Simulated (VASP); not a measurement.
# PtSe2 (P-3m1) in VASP: further runs

The runs below take PtSe2 through single point, with PBEsol.

Everything below comes from runs of VASP 6.6.1. Logs are shortened: lines on timing, memory, paths and dates and some standing lists are left out, and cuts for length are marked.

## 1. The cell of the first run

It takes space group P-3m1 (No. 164, trigonal). The conventional cell has a = 3.749 Å, b = 3.749 Å, c = 5.096 Å, α = 90.00°, β = 90.00°, γ = 120.00°. Within 3.3 Å of Pt (site symmetry -3m) lie 6 Se at 2.51 Å. Within 3.4 Å of Se (site symmetry 3m) lie 3 Pt at 2.51 Å and 6 Se at 3.34 Å.

## 2. Single point, PBEsol

The input, INCAR:

```
SYSTEM = PtSe2
PREC     = Accurate       ! precision mode
ENCUT    = 500            ! plane-wave cutoff, eV
EDIFF    = 1E-6           ! SCF threshold, eV
ISMEAR   = 1              ! smearing method
SIGMA    = 0.1            ! smearing width, eV
LREAL    = .False.        ! projectors in reciprocal space
LASPH    = .True.         ! aspherical terms in the spheres
NELM     = 120            ! most SCF steps
ALGO     = Normal         ! electronic algorithm
ISIF     = 2              ! what is computed and relaxed
LWAVE    = .False.        ! write WAVECAR
LCHARG   = .False.        ! write CHGCAR
GGA      = PS             ! functional
NBANDS   = 18             ! bands
GGA_COMPAT= .False.
```

The input, KPOINTS:

```
regular mesh
0
Gamma
  9 9 6
  0 0 0
```

The input, POSCAR:

```
PtSe2
1.0
    3.7486629704      0.0000000000      0.0000000000
   -1.8743314852      3.2464377615      0.0000000000
    0.0000000000      0.0000000000      5.0955241558
Pt Se
1 2
Direct
    0.0000000000      0.0000000000      0.0000000000
    0.3333333333      0.6666666667      0.2500000000
    0.6666666667      0.3333333333      0.7500000000
```

Potentials or basis: VASP PAW PBE potentials, release 64 (Pt, Se).

Launch:

```bash
$ cat potpaw_PBE.64/Pt/POTCAR potpaw_PBE.64/Se/POTCAR > POTCAR
$ mpirun -np 1 vasp_std > vasp.out
```

OUTCAR:

```text
SYSTEM = PtSe2
   PREC = Accurate
   ENCUT = 500
   EDIFF = 1E-6
   ISMEAR = 1
   LREAL = .False.
   LASPH = .True.
   NELM = 120
   ISIF = 2
   GGA = PS

 ion  position               nearest neighbor table
   1  0.000  0.000  0.000-   2 2.51   3 2.51   3 2.51   2 2.51   3 2.51   2 2.51
   2  0.333  0.667  0.250-   1 2.51   1 2.51   1 2.51
   3  0.667  0.333  0.750-   1 2.51   1 2.51   1 2.51

  LATTYP: Found a hexagonal cell.
 ALAT       =     3.7486629704
 C/A-ratio  =     1.3592910849

  Lattice vectors:

 A1 = (   3.7486629704,   0.0000000000,   0.0000000000)
 A2 = (  -1.8743314852,   3.2464377615,   0.0000000000)
 A3 = (   0.0000000000,   0.0000000000,   5.0955241558)

Analysis of symmetry for initial positions (statically):
=====================================================================
 Subroutine PRICEL returns:
 Original cell was already a primitive cell.

 Routine SETGRP: Setting up the symmetry group for a
 hexagonal supercell.

 Subroutine GETGRP returns: Found 12 space group operations
 (whereof 12 operations were pure point group operations)
 out of a pool of 24 trial point group operations.

The static configuration has the point symmetry D_3d.

Analysis of symmetry for dynamics (positions and initial velocities):
=====================================================================
 Subroutine PRICEL returns:
 Original cell was already a primitive cell.

 Routine SETGRP: Setting up the symmetry group for a
 hexagonal supercell.

 Subroutine GETGRP returns: Found 12 space group operations
 (whereof 12 operations were pure point group operations)
 out of a pool of 24 trial point group operations.

The dynamic configuration has the point symmetry D_3d.

 Subroutine INISYM returns: Found 12 space group operations
 (whereof 12 operations are pure point group operations),
 and found     1 'primitive' translations

----------------------------------------------------------------------------------------

                                     Primitive cell

  volume of cell :      62.0115

  direct lattice vectors                    reciprocal lattice vectors
[... 72 lines left out ...]
   number of dos      NEDOS =    301   number of ions     NIONS =      3
   total plane-waves  NPLWV =  31360
   dimension x,y,z NGX =    28 NGY =   28 NGZ =   40
   dimension x,y,z NGXF=    56 NGYF=   56 NGZF=   80
   ions per type =               1   2
   NGX,Y,Z   is equivalent  to a cutoff of  12.42, 12.42, 13.05 a.u.
   NGXF,Y,Z  is equivalent  to a cutoff of  24.83, 24.83, 26.10 a.u.
 SYSTEM =  PtSe2
   PREC   = accura    normal or accurate (medium, high low for compatibility)
   ISTART =      0    job   : 0-new  1-cont  2-samecut
   ICHARG =      2    charge: 1-file 2-atom 10-const
   ISPIN  =      1    spin polarized calculation?
   LNONCOLLINEAR =      F non collinear calculations
   LSORBIT =      F    spin-orbit coupling
   LASPH  =      T    aspherical Exc in radial PAW
   ENCUT  =  500.0 eV  36.75 Ry    6.06 a.u.   6.83  6.83  9.29*2*pi/ulx,y,z
   NELM   =    120;   NELMIN=  2; NELMDL= -5     # of ELM steps
   EDIFF  = 0.1E-05   stopping-criterion for ELM
   LREAL  =      F    real-space projection
[... 7 lines left out ...]
   TEBEG  =    0.0;   TEEND  =   0.0 temperature during run
   PSTRESS=    0.0 pullay stress
   NELECT =      22.0000    total number of electrons
   NUPDOWN=      -1.0000    fix difference up-down
   EMIN   =  10.00;   EMAX   =-10.00  energy-range for DOS
   EFERMI =   0.00;   METHOD = LEGACY
   ISMEAR =     1;   SIGMA  =   0.10  broadening in eV -4-tet -1-fermi 0-gaus
   EFERMI_NEDOS =   21; number of points for ismear=-14 and -15
   IALGO  =     38    algorithm
   IMIX   =      4    mixing-type and parameters
     AMIX     =   0.40;   BMIX     =  1.00
     AMIX_MAG =   1.60;   BMIX_MAG =  1.00
  volume/ion in A,a.u.               =      20.67       139.49
  Fermi-wavevector in a.u.,A,eV,Ry     =   1.158933  2.190066 18.274330  1.343125
  Thomas-Fermi vector in A             =   2.295530
   LORBIT       =      0    0 simple, 1 ext, 2 COOP (PROOUT), +10 PAW based schemes
   GGA     = PS    functional components
   LHFCALC =     F    Hartree Fock is set to
   AEXX    =    0.0000 exact exchange contribution
   IVDW    =     0    specifies the selected vdW correction
   LEPSILON=     F    determine dielectric tensor
   LRPA    =     F    only Hartree local field effects (RPA)
 non-spin polarized calculation
 Methfessel and Paxton  Order N= 1 SIGMA  =   0.10
  energy-cutoff  :      500.00
  volume of cell :       62.01
 maximum number of plane-waves:      1584
   NGX = 13   NGY = 13   NGZ = 19

 number of electron      21.9999998 magnetization

 Free energy of the ion-electron system (eV)
  ---------------------------------------------------
  ext. energy  EPLUGINS =         0.00000000
  ---------------------------------------------------
  free energy    TOTEN  =       -15.89184500 eV

  energy without entropy =      -15.89201126  energy(sigma->0) =      -15.89190042

 E-fermi :   6.1763     XC(G=0): -10.7090

 val. band max:        6.1587775703   @ k =   0.0000   0.3333   0.3333
 cond. band min:       6.2300771022   @ k =   0.0000   0.1111   0.1667
 fundamental gap:      0.0712995319
 Fermi energy:         6.1763481350

 k-point     1 :       0.0000    0.0000    0.0000
  band No.  band energies     occupation
      1      -9.4290      2.00000
      2      -6.7002      2.00000
      3      -0.9289      2.00000
      4      -0.2170      2.00000
      5      -0.2170      2.00000
      6       2.2125      2.00000
[... 481 lines left out ...]
      5       0.5321      2.00000
      6       0.9736      2.00000
[... 10 lines left out ...]
     17      13.8174      0.00000
     18      15.6247      0.00000

 [... further k-points ...]
[... 5 lines left out ...]
  --------------------------------------------------------------------------------------
  -------------------------------------------------------------------------------------
  Total       -0.0784029     -0.0784030     -0.2919199      0.0000000      0.0000000      0.0000000
  in kB       -2.0256789     -2.0256794     -7.5422667      0.0000000      0.0000000      0.0000000
  external PRESSURE =      -3.8645417 kB  Pullay stress =       0.0000000 kB

 VOLUME and BASIS-vectors are now :
 -----------------------------------------------------------------------------
  energy-cutoff  :      500.00
  volume of cell :       62.01
      direct lattice vectors                 reciprocal lattice vectors
     3.748662970  0.000000000  0.000000000     0.266761778  0.154014966  0.000000000
    -1.874331485  3.246437762  0.000000000     0.000000000  0.308029931  0.000000000
     0.000000000  0.000000000  5.095524156     0.000000000  0.000000000  0.196250664

 POSITION                                       TOTAL-FORCE (eV/Angst)
 -----------------------------------------------------------------------------------
      0.00000      0.00000      0.00000         0.000000      0.000000      0.000000
     -0.00000      2.16429      1.27388         0.000000      0.000000      0.089671
      1.87433      1.08215      3.82164        -0.000000     -0.000000     -0.089671
 -----------------------------------------------------------------------------------
    total drift:                               -0.000000     -0.000000     -0.000000

  FREE ENERGIE OF THE ION-ELECTRON SYSTEM (eV)
  ---------------------------------------------------
  free  energy   TOTEN  =       -15.8918450030 eV

  energy  without entropy=      -15.8920112642  energy(sigma->0) =      -15.89190042
```

It took 56 s on 1 thread of Intel Xeon 8259CL, shared host; peak memory 0.22 GiB.

What came out:

```
Free energy            : -15.8918 eV
Pressure               : -0.4 GPa
Largest force          : 0.090 eV/Å
Band gap on the k mesh : zero (bands 11 and 12 overlap by 0.42 eV)
```

Forces on the atoms (eV/Å):
```
Pt   0.000  0.000  0.000
Se   0.000  0.000  0.090
Se   0.000  0.000 -0.090
```

Caveat: the PAW data sets were made with another functional, which shifts forces and pressure a little; spin-orbit coupling is left out, which moves the levels of the heavy elements.

## 3. Single point, PBEsol

This run uses another cell than the first one, of 21.08 Å³/atom.

The input, INCAR:

```
SYSTEM = PtSe2
PREC     = Accurate       ! precision mode
ENCUT    = 500            ! plane-wave cutoff, eV
EDIFF    = 1E-6           ! SCF threshold, eV
ISMEAR   = 1              ! smearing method
SIGMA    = 0.1            ! smearing width, eV
LREAL    = .FALSE.        ! projectors in reciprocal space
LASPH    = .TRUE.         ! aspherical terms in the spheres
NELM     = 120            ! most SCF steps
ALGO     = Normal         ! electronic algorithm
ISIF     = 2              ! what is computed and relaxed
LWAVE    = .FALSE.        ! write WAVECAR
LCHARG   = .TRUE.         ! write CHGCAR
GGA      = PS             ! functional
LELF     = .TRUE.         ! ELF
LVHAR    = .TRUE.       
NBANDS   = 18             ! bands
GGA_COMPAT= .FALSE.
```

The input, KPOINTS:

```
regular mesh
0
G
  9 9 6
  0 0 0
```

The input, POSCAR:

```
PtSe2
1.0
    3.7730056198      0.0000000000      0.0000000000
   -1.8865028099      3.2675191169      0.0000000000
    0.0000000000      0.0000000000      5.1286129021
Pt Se
1 2
Direct
    0.0000000000      0.0000000000      0.0000000000
    0.3333333333      0.6666666667      0.2500000000
    0.6666666667      0.3333333333      0.7500000000
```

Potentials or basis: VASP PAW PBE potentials, release 64 (Pt, Se).

Launch:

```bash
$ cat potpaw_PBE.64/Pt/POTCAR potpaw_PBE.64/Se/POTCAR > POTCAR
$ mpirun -np 1 vasp_std > vasp.out
```

It took 67 s on 1 thread of Intel Xeon 8259CL, shared host; peak memory 0.22 GiB.

The run converged. Its results:

| Property | Result |
| --- | --- |
| Free energy | -15.8801 eV |
| Pressure | -2.7 GPa |
| Largest force | 0.135 eV/Å |
| Band gap on the k mesh | zero (bands 11 and 12 overlap by 0.42 eV) |

Forces on the atoms (eV/Å):
```
Pt   0.000  0.000  0.000
Se   0.000  0.000 -0.135
Se   0.000  0.000  0.135
```

Stress tensor (GPa, compression positive):
```
-2.82  0.00  0.00
 0.00 -2.82  0.00
 0.00  0.00 -2.51
```

Levels at points of the mesh, in eV from the Fermi level:
```tsv
k point	band 9	band 10	band 11	band 12	band 13	band 14
(0.00, 0.00, 0.00)	-1.06	-1.06	0.36	1.36	1.36	3.54
(0.00, 0.00, 0.50)	-1.77	-1.47	-1.47	2.14	2.14	4.68
```

Caveat: the PAW data sets were made with another functional, which shifts forces and pressure a little; spin-orbit coupling is left out, which moves the levels of the heavy elements.

## 4. Single point, PBEsol

This run uses another cell than the first one, of 21.48 Å³/atom.

The input, INCAR:

```
ALGO = Normal ; EDIFF = 1E-6
ENCUT = 500 ; GGA = PS
GGA_COMPAT = False ; ISIF = 2
ISMEAR = 1 ; LASPH = True
LCHARG = False ; LREAL = False
LWAVE = False ; NBANDS = 18
NELM = 120 ; PREC = Accurate
SIGMA = 0.1
```

The input, KPOINTS:

```
k-points
0
Gamma
  9 9 6
```

The input, POSCAR:

```
PtSe2
1.0
    3.7970381507      0.0000000000      0.0000000000
   -1.8985190754      3.2883319017      0.0000000000
    0.0000000000      0.0000000000      5.1612801071
Pt Se
1 2
Direct
    0.0000000000      0.0000000000      0.0000000000
    0.3333333333      0.6666666667      0.2500000000
    0.6666666667      0.3333333333      0.7500000000
```

Launch:

```bash
$ cat potpaw_PBE.64/Pt/POTCAR potpaw_PBE.64/Se/POTCAR > POTCAR
$ mpirun -np 1 vasp_std > vasp.out
```

Wall time 65 s (1 thread of Intel Xeon 8259CL, shared host); peak memory 0.22 GiB.

Results (log left out):

| Quantity | Value |
| --- | --- |
| Free energy | -15.8517 eV |
| Pressure | -4.8 GPa |
| Largest force | 0.341 eV/Å |
| Band gap on the k mesh | zero (bands 11 and 12 overlap by 0.41 eV) |

Forces on the atoms (eV/Å):
```
Pt   0.000  0.000  0.000
Se   0.000  0.000 -0.341
Se   0.000  0.000  0.341
```

Stress tensor (GPa, compression positive):
```
-5.14  0.00  0.00
 0.00 -5.14  0.00
 0.00  0.00 -4.08
```

Levels at points of the mesh, in eV from the Fermi level:
```tsv
k point	band 8	band 9	band 10	band 11	band 12	band 13	band 14	band 15
(0.00, 0.00, 0.00)	-2.44	-1.03	-1.03	0.36	1.33	1.33	3.59	3.66
(0.00, 0.00, 0.50)	-2.80	-1.77	-1.43	-1.43	2.08	2.08	4.69	5.84
```

Caveat: the cell stands under tension; the PAW data sets were made with another functional, which shifts forces and pressure a little; spin-orbit coupling is left out, which moves the levels of the heavy elements.

## 5. The runs side by side

```csv
cell,gap on the mesh (eV),pressure (GPa),largest force (eV/Å)
"a = 3.749, b = 3.749, c = 5.096 Å, angles 90.0, 90.0, 120.0°, 3 atoms",none,-0.4,0.09
"a = 3.773, b = 3.773, c = 5.129 Å, angles 90.0, 90.0, 120.0°, 3 atoms",none,-2.7,0.13
"a = 3.797, b = 3.797, c = 5.161 Å, angles 90.0, 90.0, 120.0°, 3 atoms",none,-4.8,0.34
```

Alike in all rows: task single point; level PBEsol; potentials or basis VASP PAW PBE potentials, release 64 (Pt, Se); no spin polarisation; k mesh 9 × 9 × 6; cutoff (eV) 500; smearing methfessel-paxton 0.1 eV.

Caveats: the PAW data sets were made with another functional, which shifts forces and pressure a little; spin-orbit coupling is left out, which moves the levels of the heavy elements; the cell stands under tension (at least some runs).

Total energies depend on the potentials used, so only differences within one code and one set of settings carry meaning.

The gap in the log of VASP goes by the Fermi energy; the results here count the filled bands.